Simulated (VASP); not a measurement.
Write the native input for VASP 6.6.1 that does the following.

```
Task                   : single point
Functional             : r2SCAN
Potentials or basis    : VASP PAW PBE potentials, release 64 (K_sv, Ba_sv, I)
Cutoff                 : 550 eV
k mesh                 : 4 × 4 × 4
Occupations            : gaussian, width 0.01 eV
Spin                   : no spin polarisation
Dipole correction      : no
Further INCAR settings : ALGO = Normal; EDIFF = 1e-06; NBANDS = 28
```

The system is KBaI3.

```
CELL_PARAMETERS angstrom
6.58481 0.00000 0.00000
0.00000 6.58481 0.00000
0.00000 0.00000 6.58481
ATOMIC_POSITIONS crystal
K 0.00000 0.00000 0.00000
Ba 0.50000 0.50000 0.50000
I 0.50000 0.50000 0.00000
I 0.50000 0.00000 0.50000
I 0.00000 0.50000 0.50000
```

This cell differs from its parent crystal: strain -2.0%.

One way to write it, as run:

POSCAR

```
KBaI3
1.0
    6.5848066391      0.0000000000      0.0000000000
    0.0000000000      6.5848066391      0.0000000000
    0.0000000000      0.0000000000      6.5848066391
K Ba I
1 1 3
Direct
    0.0000000000      0.0000000000      0.0000000000
    0.5000000000      0.5000000000      0.5000000000
    0.5000000000      0.5000000000      0.0000000000
    0.5000000000      0.0000000000      0.5000000000
    0.0000000000      0.5000000000      0.5000000000
```

INCAR.step1

```
SYSTEM = KBaI3
PREC = Accurate
ENCUT = 550
ISMEAR = 0
SIGMA = 0.01
LREAL = .FALSE.
LASPH = .TRUE.
NELM = 120
NBANDS = 28
GGA = PE
ALGO = Normal
EDIFF = 1E-5
LWAVE = .TRUE.
LCHARG = .FALSE.
GGA_COMPAT = .FALSE.
```

INCAR.step2

```
SYSTEM = KBaI3
PREC = Accurate
ENCUT = 550
EDIFF = 1E-6
ISMEAR = 0
SIGMA = 0.01
LREAL = .FALSE.
LASPH = .TRUE.
NELM = 120
ALGO = Normal
ISIF = 2
LWAVE = .FALSE.
LCHARG = .FALSE.
METAGGA = R2SCAN
LMIXTAU = .TRUE.
NBANDS = 28
ISTART = 1
GGA_COMPAT = .FALSE.
```

KPOINTS

```
Automatic mesh
0
G
  4 4 4
  0 0 0
```

Potentials or basis: VASP PAW PBE potentials, release 64 (K_sv, Ba_sv, I).

Launch:

```console
$ cat potpaw_PBE.64/K_sv/POTCAR potpaw_PBE.64/Ba_sv/POTCAR potpaw_PBE.64/I/POTCAR > POTCAR
$ cp INCAR.step1 INCAR
$ mpirun -np 1 vasp_std > vasp.out
$ cp INCAR.step2 INCAR
$ mpirun -np 1 vasp_std > vasp.out
```

It gave:

```
Pressure               : 1.0 GPa
Band gap on the k mesh : 3.78 eV (least direct gap 3.92 eV)
```

Caveat: the cell differs from its parent crystal (strain -2.0%); the PAW data sets were made with another functional, which shifts forces and pressure a little; spin-orbit coupling is left out, which moves the levels of the heavy elements.

Wall time 4.7 min on 1 thread of AMD EPYC 7R43 64-Core Processor (Zen 3), on a shared host, peak memory 0.39 GiB.
